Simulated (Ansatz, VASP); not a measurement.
# Two plane-wave programs on Si

```
Si
1.0
     2.75340    0.00000    0.00000
    -1.37670    2.38452    0.00000
     0.00000    0.00000    9.13559
Si
4
Direct
  0.00000 0.00000 0.00000
  0.00000 0.00000 0.50000
  0.33333 0.66667 0.25000
  0.66667 0.33333 0.75000
```

Alike in both runs: task single point; functional LDA; k mesh 15 × 15 × 4; occupations fermi-dirac, width 0.1 eV; no spin polarisation.

|  | VASP | Ansatz |
| --- | --- | --- |
| version | VASP 6.6.1 | Ansatz 0.2.0 |
| potentials or method | VASP PAW LDA potentials, release 64 (Si), cutoff 520 eV | plane waves (420 eV) with PAW, scalar-relativistic |
| valence electrons in the cell | 16 | 16 |

|  | VASP | Ansatz | Ansatz less VASP |
| --- | --- | --- | --- |
| pressure (GPa) | -6.1 | -6.1 | -0.04 |
| traceless stress, the component that is largest in VASP (GPa) | 1.25 | 1.25 | -0.006 |

Ansatz warns that its potentials were made for another functional, while VASP's fit it. LDA's correlation is that of Perdew and Zunger in VASP and of Perdew and Wang (1992) in Ansatz.
